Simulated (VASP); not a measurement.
MgO: relaxation of cell and atoms with PBEsol+D4

Crystal: MgO.

```
CELL_PARAMETERS angstrom
0.00000 2.09700 2.09700
2.09700 0.00000 2.09700
2.09700 2.09700 0.00000
ATOMIC_POSITIONS crystal
Mg 0.00000 0.00000 0.00000
O 0.50000 0.50000 0.50000
```

```json
{
  "Program": "VASP 6.6.1",
  "Task": "relaxation of cell and atoms",
  "Functional": "PBEsol",
  "Dispersion": "D4",
  "Potentials or basis": "VASP PAW PBE potentials, release 64 (Mg, O)",
  "Cutoff": "600 eV",
  "k mesh": "11 × 11 × 11",
  "Occupations": "fermi-dirac, width 0.05 eV",
  "Spin": "no spin polarisation",
  "Dipole correction": "no",
  "Further INCAR settings": "ALGO = Normal; EDIFF = 1e-07; IBRION = 2; EDIFFG = -0.01; NSW = 60; ISIF = 3"
}
```

```json
{
  "Pressure after relaxing": "-0.2 GPa",
  "Band gap on the k mesh": "4.76 eV, direct",
  "Dispersion energy per atom": "-0.095 eV"
}
```

Final structure:
```xyz
2
Lattice="0.0000 2.0970 2.0970 2.0970 0.0000 2.0970 2.0970 2.0970 0.0000" Properties=species:S:1:pos:R:3 pbc="T T T"
Mg    0.0000    0.0000    0.0000
O     2.0970    2.0970    2.0970
```

Levels at points of the mesh, in eV from the valence-band top:
```tsv
k point	band 2	band 3	band 4	band 5	band 6	band 7
(0.00, 0.00, 0.00)	0.00	0.00	0.00	4.76	15.71	15.71
```

Wall time 5.6 s on 1 thread of Intel(R) Xeon(R) 6975P-C (Granite Rapids) (shared host), peak memory 0.14 GiB.

Caveat: the relaxation stopped at its first step, so nothing moved; the PAW data sets were made with another functional, which shifts forces and pressure a little.
